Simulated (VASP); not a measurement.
# LiCl in VASP: notebook

LiCl is run at these levels: PBE, r2SCAN; tasks: single point.

Everything below comes from runs of VASP 6.6.1. Logs are shortened: lines on timing, memory, paths and dates and some standing lists are left out, and cuts for length are marked.

## 1. The cell of the first run

Symmetry: Immm, No. 71, orthorhombic system. Conventional cell: a = 3.579 Å, b = 3.651 Å, c = 5.112 Å, α = 90.00°, β = 90.00°, γ = 90.00°. Within 3.4 Å of Li (site symmetry mmm) lie 6 Cl at 2.56 Å. Within 3.4 Å of Cl (site symmetry mmm) lie 6 Li at 2.56 Å.

## 2. Single point, PBE (shear xy strain +2.0%)

File INCAR:

```
SYSTEM = LiCl
PREC     = Accurate       ! precision mode
ENCUT    = 520            ! plane-wave cutoff, eV
EDIFF    = 1E-6           ! SCF threshold, eV
ISMEAR   = -1             ! smearing method
SIGMA    = 0.02           ! smearing width, eV
LREAL    = .FALSE.        ! projectors in reciprocal space
LASPH    = .TRUE.         ! aspherical terms in the spheres
NELM     = 100            ! most SCF steps
ALGO     = Normal         ! electronic algorithm
ISIF     = 2              ! what is computed and relaxed
LWAVE    = .FALSE.        ! write WAVECAR
LCHARG   = .TRUE.         ! write CHGCAR
GGA      = PE             ! functional
LELF     = .TRUE.         ! ELF
LVHAR    = .TRUE.       
NBANDS   = 12             ! bands
```

File KPOINTS:

```
Automatic mesh
0
G
  8 8 8
  0 0 0
```

File POSCAR:

```
LiCl
1.0
    0.0255603699      2.5560369889      2.5560369889
    2.5560369889      0.0255603699      2.5560369889
    2.5815973587      2.5815973587     -0.0000000001
Li Cl
1 1
Direct
    0.0000000000      0.0000000000      0.0000000000
    0.5000000000      0.5000000000      0.5000000000
```

Potentials or basis: VASP PAW PBE potentials, release 64 (Li_sv, Cl).

Launch:

```sh
$ cat potpaw_PBE.64/Li_sv/POTCAR potpaw_PBE.64/Cl/POTCAR > POTCAR
$ mpirun -np 1 vasp_std > vasp.out
```

OUTCAR:

```text
SYSTEM = LiCl
   PREC = Accurate
   ENCUT = 520
   EDIFF = 1E-6
   ISMEAR = -1
   LREAL = .FALSE.
   LASPH = .TRUE.
   NELM = 100
   ISIF = 2
   GGA = PE

 ion  position               nearest neighbor table
   1  0.000  0.000  0.000-   2 2.56   2 2.56   2 2.56   2 2.56   2 2.56   2 2.56
   2  0.500  0.500  0.500-   1 2.56   1 2.56   1 2.56   1 2.56   1 2.56   1 2.56

  LATTYP: Found a body centered orthorhombic cell.
 ALAT       =     3.5786343539
 B/A-ratio  =     1.0202020202
 C/A-ratio  =     1.4284985479

  Lattice vectors:

 A1 = (   2.5560369888,   0.0255603698,  -2.5560369890)
 A2 = (  -2.5560369889,  -0.0255603699,  -2.5560369889)
 A3 = (   0.0255603699,   2.5560369889,   2.5560369889)

Analysis of symmetry for initial positions (statically):
=====================================================================
 Subroutine PRICEL returns:
 Original cell was already a primitive cell.

 Routine SETGRP: Setting up the symmetry group for a
 body centered orthorhombic supercell.

 Subroutine GETGRP returns: Found  8 space group operations
 (whereof  8 operations were pure point group operations)
 out of a pool of  8 trial point group operations.

The static configuration has the point symmetry D_2h.

Analysis of symmetry for dynamics (positions and initial velocities):
=====================================================================
 Subroutine PRICEL returns:
 Original cell was already a primitive cell.

 Routine SETGRP: Setting up the symmetry group for a
 body centered orthorhombic supercell.

 Subroutine GETGRP returns: Found  8 space group operations
 (whereof  8 operations were pure point group operations)
 out of a pool of  8 trial point group operations.

The dynamic configuration has the point symmetry D_2h.

 Subroutine INISYM returns: Found  8 space group operations
 (whereof  8 operations are pure point group operations),
 and found     1 'primitive' translations

----------------------------------------------------------------------------------------

                                     Primitive cell

  volume of cell :      33.3955

  direct lattice vectors                    reciprocal lattice vectors
     0.025560370  2.556036989  2.556036989    -0.197591235  0.197591235  0.195615323
     2.556036989  0.025560370  2.556036989     0.197591235 -0.197591235  0.195615323
     2.581597359  2.581597359 -0.000000000     0.193678537  0.193678537 -0.195615323

  length of vectors
     3.614872544  3.614872544  3.650929997     0.341101080  0.341101080  0.336582985

  position of ions in fractional coordinates (direct lattice)
     0.000000000  0.000000000  0.000000000
     0.500000000  0.500000000  0.500000000

  ion indices of the primitive-cell ions
   primitive index   ion index
                 1           1
                 2           2

----------------------------------------------------------------------------------------

 KPOINTS: Automatic mesh

Automatic generation of k-mesh.
 Grid dimensions read from file:
 generate k-points for:    8    8    8

 Generating k-lattice:

  Cartesian coordinates                     Fractional coordinates (reciprocal lattice)
    -0.024698904  0.024698904  0.024451915     0.125000000  0.000000000  0.000000000
     0.024698904 -0.024698904  0.024451915     0.000000000  0.125000000  0.000000000
     0.024209817  0.024209817 -0.024451915     0.000000000  0.000000000  0.125000000

  Length of vectors
     0.042637635  0.042637635  0.042072873

  Shift w.r.t. Gamma in fractional coordinates (k-lattice)
     0.000000000  0.000000000  0.000000000

 Subroutine IBZKPT returns following result:
 ===========================================

 Found     95 irreducible k-points:

 Following reciprocal coordinates:
            Coordinates               Weight
  0.000000  0.000000  0.000000      1.000000
  0.125000  0.000000  0.000000      4.000000
  0.250000  0.000000  0.000000      4.000000
  0.375000  0.000000 -0.000000      4.000000
  0.500000  0.000000  0.000000      2.000000
  0.125000  0.125000 -0.000000      2.000000
[... 16 lines left out ...]
  0.125000  0.000000  0.125000      4.000000
  0.250000  0.000000  0.125000      8.000000
 [... further k-points ...]
   k-points           NKPTS =     95   k-points in BZ     NKDIM =     95   number of bands    NBANDS=     12
   number of dos      NEDOS =    301   number of ions     NIONS =      2
   total plane-waves  NPLWV =  21952
   dimension x,y,z NGX =    28 NGY =   28 NGZ =   28
   dimension x,y,z NGXF=    56 NGYF=   56 NGZF=   56
   ions per type =               1   1
   NGX,Y,Z   is equivalent  to a cutoff of  12.88, 12.88, 12.75 a.u.
   NGXF,Y,Z  is equivalent  to a cutoff of  25.75, 25.75, 25.50 a.u.
 SYSTEM =  LiCl
   PREC   = accura    normal or accurate (medium, high low for compatibility)
   ISTART =      0    job   : 0-new  1-cont  2-samecut
   ICHARG =      2    charge: 1-file 2-atom 10-const
   ISPIN  =      1    spin polarized calculation?
   LNONCOLLINEAR =      F non collinear calculations
   LSORBIT =      F    spin-orbit coupling
   LASPH  =      T    aspherical Exc in radial PAW
   ENCUT  =  520.0 eV  38.22 Ry    6.18 a.u.   6.72  6.72  6.79*2*pi/ulx,y,z
   NELM   =    100;   NELMIN=  2; NELMDL= -5     # of ELM steps
   EDIFF  = 0.1E-05   stopping-criterion for ELM
   LREAL  =      F    real-space projection
   EDIFFG = 0.1E-04   stopping-criterion for IOM
   NSW    =      0    number of steps for IOM
   IBRION =     -1    ionic relax: 0-MD 1-quasi-New 2-CG
   NFREE  =      0    steps in history (QN), initial steepest desc. (CG)
   ISIF   =      2    stress and relaxation
   ISYM   =      2    0-nonsym 1-usesym 2-fastsym
   POTIM  = 0.5000    time-step for ionic-motion
   TEBEG  =    0.0;   TEEND  =   0.0 temperature during run
   PSTRESS=    0.0 pullay stress
   NELECT =      10.0000    total number of electrons
   NUPDOWN=      -1.0000    fix difference up-down
   EMIN   =  10.00;   EMAX   =-10.00  energy-range for DOS
   EFERMI =   0.00;   METHOD = LEGACY
   ISMEAR =    -1;   SIGMA  =   0.02  broadening in eV -4-tet -1-fermi 0-gaus
   EFERMI_NEDOS =   21; number of points for ismear=-14 and -15
   IALGO  =     38    algorithm
   IMIX   =      4    mixing-type and parameters
     AMIX     =   0.40;   BMIX     =  1.00
     AMIX_MAG =   1.60;   BMIX_MAG =  1.00
  volume/ion in A,a.u.               =      16.70       112.68
  Fermi-wavevector in a.u.,A,eV,Ry     =   1.095247  2.069717 16.321094  1.199567
  Thomas-Fermi vector in A             =   2.231567
   LORBIT       =      0    0 simple, 1 ext, 2 COOP (PROOUT), +10 PAW based schemes
   GGA     = PE    functional components
   LHFCALC =     F    Hartree Fock is set to
   AEXX    =    0.0000 exact exchange contribution
   IVDW    =     0    specifies the selected vdW correction
   LEPSILON=     F    determine dielectric tensor
   LRPA    =     F    only Hartree local field effects (RPA)
 non-spin polarized calculation
  energy-cutoff  :      520.00
  volume of cell :       33.40
 maximum number of plane-waves:       922
   NGX = 13   NGY = 13   NGZ = 13

 number of electron      10.0000003 magnetization

 Free energy of the ion-electron system (eV)
  ---------------------------------------------------
  ext. energy  EPLUGINS =         0.00000000
  ---------------------------------------------------
  free energy    TOTEN  =        -7.38348361 eV

  energy without entropy =       -7.38348361  energy(sigma->0) =       -7.38348361

 E-fermi :   1.2786     XC(G=0):  -8.7755

 val. band max:        0.7198511760   @ k =   0.0000   0.0000   0.0000
 cond. band min:       7.0559088747   @ k =   0.0000   0.0000   0.0000
 fundamental gap:      6.3360576986
 Fermi energy:         1.2785735232

 k-point     1 :       0.0000    0.0000    0.0000
  band No.  band energies     occupation
      1     -42.8479      2.00000
      2     -12.7753      2.00000
      3       0.5981      2.00000
      4       0.6568      2.00000
      5       0.7199      2.00000
      6       7.0559      0.00000
      7      12.4408      0.00000
      8      12.6073      0.00000
      9      12.7729      0.00000
     10      15.2143      0.00000
     11      15.2423      0.00000
     12      15.3148      0.00000

 k-point     2 :       0.1250    0.0000    0.0000
  band No.  band energies     occupation
      1     -42.8475      2.00000
      2     -12.6960      2.00000
      3       0.1595      2.00000
      4       0.5572      2.00000
      5       0.6321      2.00000
      6       7.5131      0.00000
      7      11.9007      0.00000
      8      12.3863      0.00000
      9      12.5598      0.00000
     10      13.6918      0.00000
     11      13.7996      0.00000
     12      15.6979      0.00000

 k-point     3 :       0.2500    0.0000    0.0000
  band No.  band energies     occupation
      1     -42.8464      2.00000
      2     -12.4932      2.00000
      3      -0.9186      2.00000
      4       0.4643      2.00000
      5       0.5251      2.00000
      6       7.8989      0.00000
      7      11.2585      0.00000
      8      11.3709      0.00000
      9      11.7510      0.00000
     10      14.5050      0.00000
     11      14.7151      0.00000
     12      16.2475      0.00000

 k-point     4 :       0.3750    0.0000   -0.0000
  band No.  band energies     occupation
      1     -42.8454      2.00000
      2     -12.2723      2.00000
      3      -1.8339      2.00000
      4       0.3788      2.00000
      5       0.4269      2.00000
      6       7.5781      0.00000
      7      10.3477      0.00000
      8      10.4707      0.00000
      9      12.9901      0.00000
     10      16.3088      0.00000
     11      16.5403      0.00000
     12      16.9250      0.00000

 k-point     5 :       0.5000    0.0000    0.0000
  band No.  band energies     occupation
      1     -42.8449      2.00000
      2     -12.1744      2.00000
      3      -2.1857      2.00000
      4       0.3454      2.00000
      5       0.3884      2.00000
      6       7.3778      0.00000
      7      10.0317      0.00000
      8      10.1600      0.00000
      9      13.8235      0.00000
     10      17.5803      0.00000
     11      17.7624      0.00000
     12      17.9854      0.00000
[... 228 lines left out ...]
      1     -42.8443      2.00000
      2     -11.9409      2.00000
      3      -2.2815      2.00000
      4      -0.5515      2.00000
      5      -0.3694      2.00000
      6       8.5385      0.00000
      7       8.9668      0.00000
      8      13.1837      0.00000
      9      14.8106      0.00000
     10      14.9039      0.00000
     11      17.7305      0.00000
     12      19.3242      0.00000

 k-point    22 :       0.0000    0.0000    0.1250
  band No.  band energies     occupation
      1     -42.8475      2.00000
      2     -12.7003      2.00000
      3       0.0895      2.00000
      4       0.6007      2.00000
      5       0.6774      2.00000
      6       7.5190      0.00000
      7      11.7493      0.00000
      8      12.4723      0.00000
      9      12.6389      0.00000
     10      13.7674      0.00000
     11      13.8854      0.00000
     12      15.7235      0.00000

 k-point    23 :       0.1250    0.0000    0.1250
  band No.  band energies     occupation
      1     -42.8474      2.00000
      2     -12.6714      2.00000
      3       0.1751      2.00000
      4       0.4716      2.00000
      5       0.4794      2.00000
      6       7.7656      0.00000
      7      11.6050      0.00000
      8      12.1786      0.00000
      9      12.7016      0.00000
     10      12.7092      0.00000
     11      15.5711      0.00000
     12      16.1822      0.00000

 k-point    24 :       0.2500    0.0000    0.1250
  band No.  band energies     occupation
      1     -42.8465      2.00000
      2     -12.5059      2.00000
      3      -0.6362      2.00000
      4       0.2962      2.00000
      5       0.3612      2.00000
      6       8.4265      0.00000
      7      10.9093      0.00000
      8      11.0389      0.00000
      9      12.3048      0.00000
     10      13.4228      0.00000
     11      15.5855      0.00000
     12      16.8845      0.00000

 [... further k-points ...]

------------------------ aborting loop because EDIFF is reached ----------------------------------------

  FORCE on cell =-STRESS in cart. coord.  units (eV):
  Direction    XX          YY          ZZ          XY          YZ          ZX
  --------------------------------------------------------------------------------------
  -------------------------------------------------------------------------------------
  Total        0.1378987      0.1378987      0.1336116     -0.1076571      0.0000000      0.0000000
  in kB        6.6158043      6.6158043      6.4101280     -5.1649403      0.0000000      0.0000000
  external PRESSURE =       6.5472455 kB  Pullay stress =       0.0000000 kB

 VOLUME and BASIS-vectors are now :
 -----------------------------------------------------------------------------
  energy-cutoff  :      520.00
  volume of cell :       33.40
      direct lattice vectors                 reciprocal lattice vectors
     0.025560370  2.556036989  2.556036989    -0.197591235  0.197591235  0.195615323
     2.556036989  0.025560370  2.556036989     0.197591235 -0.197591235  0.195615323
     2.581597359  2.581597359 -0.000000000     0.193678537  0.193678537 -0.195615323

 POSITION                                       TOTAL-FORCE (eV/Angst)
 -----------------------------------------------------------------------------------
      0.00000      0.00000      0.00000        -0.000000     -0.000000      0.000000
      2.58160      2.58160      2.55604         0.000000      0.000000     -0.000000
 -----------------------------------------------------------------------------------
    total drift:                                0.000000      0.000000      0.000000

  FREE ENERGIE OF THE ION-ELECTRON SYSTEM (eV)
  ---------------------------------------------------
  free  energy   TOTEN  =        -7.3834836097 eV

  energy  without entropy=       -7.3834836097  energy(sigma->0) =       -7.38348361
```

It took 24 s on 1 thread of AMD EPYC 9R45 (Zen 5), shared host; peak memory 0.14 GiB.

What came out:

```
Free energy            : -7.3835 eV
Band gap on the k mesh : 6.34 eV, direct
```

Caveat: the cell differs from its parent crystal (shear xy strain +2.0%); the cutoff is under 1.25 times the usual one of these potentials, so pressure, stress and relaxed cells hold a basis-set (Pulay) error. A k mesh can miss the band edges.

## 3. Single point, r2SCAN (strain along [111] -4.0%)

File POSCAR:

```
LiCl
1.0
   -0.0681609864      2.4878760025      2.4878760025
    2.4878760025     -0.0681609864      2.4878760025
    2.4878760025      2.4878760025     -0.0681609864
Li Cl
1 1
Direct
    0.0000000000      0.0000000000      0.0000000000
    0.5000000000      0.5000000000      0.5000000000
```

File INCAR.step1:

```
SYSTEM = LiCl
  PREC = Accurate
  ENCUT = 520
  ISMEAR = 0
  SIGMA = 0.01
  LREAL = .False.
  LASPH = .True.
  NELM = 60
  NBANDS = 12
  GGA = PE
  ALGO = Normal
  EDIFF = 1E-4
  LWAVE = .True.
  LCHARG = .False.
```

File INCAR.step2:

```
SYSTEM = LiCl
  PREC = Accurate
  ENCUT = 520
  EDIFF = 1E-6
  ISMEAR = 0
  SIGMA = 0.01
  LREAL = .False.
  LASPH = .True.
  NELM = 60
  ALGO = Normal
  ISIF = 2
  LWAVE = .False.
  LCHARG = .False.
  METAGGA = R2SCAN
  LMIXTAU = .True.
  NBANDS = 12
  ISTART = 1
```

File KPOINTS:

```
regular mesh
0
Gamma
  8 8 8
  0 0 0
```

Potentials or basis: VASP PAW PBE potentials, release 64 (Li_sv, Cl).

Launch:

```sh
$ cat potpaw_PBE.64/Li_sv/POTCAR potpaw_PBE.64/Cl/POTCAR > POTCAR
$ cp INCAR.step1 INCAR
$ mpirun -np 1 vasp_std > vasp.out
$ cp INCAR.step2 INCAR
$ mpirun -np 1 vasp_std > vasp.out
```

Run time: 79 s. Hardware: 1 thread of AMD EPYC 9R45 (Zen 5), shared host; peak memory 0.13 GiB.

Results (log left out):

* Free energy: -12.5791 eV
* Band gap on the k mesh: 7.19 eV, indirect (least direct gap 7.45 eV)

Levels at points of the mesh, in eV from the valence-band top:
```tsv
k point	band 3	band 4	band 5	band 6	band 7	band 8
(0.00, 0.00, 0.00)	-0.26	-0.26	0.00	7.45	12.29	12.29
(0.50, 0.00, 0.00)	-3.25	-0.49	-0.36	7.49	10.08	10.48
(0.50, 0.50, 0.00)	-3.35	-1.53	-1.26	8.55	8.86	13.81
(0.50, 0.50, 0.50)	-3.19	-0.61	-0.61	7.19	9.86	9.86
```

Caveat: the cell differs from its parent crystal (strain along [111] -4.0%); the cutoff is under 1.25 times the usual one of these potentials, so pressure, stress and relaxed cells hold a basis-set (Pulay) error; the PAW data sets were made with another functional, which shifts forces and pressure a little. A k mesh can miss the band edges.

## 4. Single point, r2SCAN (shear xy strain +2.0%)

File POSCAR:

```
LiCl
1.0
    0.0255603699      2.5560369889      2.5560369889
    2.5560369889      0.0255603699      2.5560369889
    2.5815973587      2.5815973587     -0.0000000001
Li Cl
1 1
Direct
    0.0000000000      0.0000000000      0.0000000000
    0.5000000000      0.5000000000      0.5000000000
```

File INCAR.step1:

```
ALGO = Normal ; EDIFF = 1E-4
ENCUT = 520 ; GGA = PE
ISMEAR = 0 ; LASPH = True
LCHARG = False ; LREAL = False
LWAVE = True ; NBANDS = 12
NELM = 100 ; PREC = Accurate
SIGMA = 0.01
```

File INCAR.step2:

```
ALGO = Normal ; EDIFF = 1E-7
ENCUT = 520 ; ISIF = 2
ISMEAR = 0 ; ISTART = 1
LASPH = True ; LCHARG = False
LMIXTAU = True ; LREAL = False
LWAVE = False ; METAGGA = R2SCAN
NBANDS = 12 ; NELM = 100
PREC = Accurate ; SIGMA = 0.01
```

File KPOINTS:

```
k-points
0
Gamma
  8 8 8
```

Launch:

```sh
$ cat potpaw_PBE.64/Li_sv/POTCAR potpaw_PBE.64/Cl/POTCAR > POTCAR
$ cp INCAR.step1 INCAR
$ mpirun -np 1 vasp_std > vasp.out
$ cp INCAR.step2 INCAR
$ mpirun -np 1 vasp_std > vasp.out
```

Wall time 2.1 min (1 thread of AMD EPYC 9R45 (Zen 5), shared host); peak memory 0.14 GiB.

It converged, with:

```
Free energy            : -12.5869 eV
Band gap on the k mesh : 7.30 eV, direct
```

Levels at points of the mesh, in eV from the valence-band top:
```tsv
k point	band 3	band 4	band 5	band 6	band 7	band 8
(0.00, 0.00, 0.00)	-0.13	-0.07	0.00	7.30	12.44	12.61
(0.50, 0.00, 0.00)	-2.94	-0.40	-0.35	7.43	10.12	10.25
(0.50, 0.50, 0.00)	-3.05	-1.30	-1.11	8.66	8.92	13.60
(0.00, 0.00, 0.50)	-2.96	-0.33	-0.28	7.54	10.26	10.40
(0.50, 0.00, 0.50)	-3.05	-1.21	-1.21	8.73	8.85	13.59
```

Caveat: the cell differs from its parent crystal (shear xy strain +2.0%); the cutoff is under 1.25 times the usual one of these potentials, so pressure, stress and relaxed cells hold a basis-set (Pulay) error; the PAW data sets were made with another functional, which shifts forces and pressure a little. A k mesh can miss the band edges.

## 5. Overview

| level | cell | smearing | gap on the mesh (eV) |
| --- | --- | --- | --- |
| PBE | a = 3.615, b = 3.615, c = 3.651 Å, angles 59.7, 59.7, 59.3°, 2 atoms | fermi-dirac 0.02 eV | 6.34 |
| r2SCAN | a = 3.519 Å, angles 61.8°, 2 atoms | gaussian 0.01 eV | 7.19 |
| r2SCAN | a = 3.615, b = 3.615, c = 3.651 Å, angles 59.7, 59.7, 59.3°, 2 atoms | gaussian 0.01 eV | 7.30 |

Alike in all rows: task single point; potentials or basis VASP PAW PBE potentials, release 64 (Li_sv, Cl); no spin polarisation; k mesh 8 × 8 × 8; cutoff (eV) 520.

Caveats: the cutoff is under 1.25 times the usual one of these potentials, so pressure, stress and relaxed cells hold a basis-set (Pulay) error; the PAW data sets were made with another functional, which shifts forces and pressure a little (some runs).

Total energies depend on the potentials used, so only differences within one code and one set of settings carry meaning.
